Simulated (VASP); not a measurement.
Crystal: GaP.

```
CELL_PARAMETERS angstrom
1.94302 1.12180 6.43081
-1.94302 1.12180 6.43081
0.00000 -2.24360 6.43081
ATOMIC_POSITIONS crystal
Ga 0.43537 0.43537 0.43537
Ga 0.56463 0.56463 0.56463
P 0.05739 0.05739 0.05739
P 0.94261 0.94261 0.94261
```

Program: VASP 6.6.1. Alike in all runs: task single point; level PBE; potentials or basis VASP PAW PBE potentials, release 64 (Ga_d, P); no spin polarisation; cell as given; cutoff (eV) 520; smearing gaussian 0.02 eV. Hardware: 1 thread of Intel(R) Xeon(R) 6975P-C (Granite Rapids) (shared host).

Task: Order these runs on this cell by their wall time, lowest first.
A. k mesh 6 × 6 × 6
B. k mesh 1 × 1 × 1
C. k mesh 3 × 3 × 3

Result: B (12 s), C (31 s), A (120 s).

Caveats: some runs use coarse meshes; forces of over 1 eV/Å act on the atoms, so gaps and moduli don't describe the material at rest (some runs).
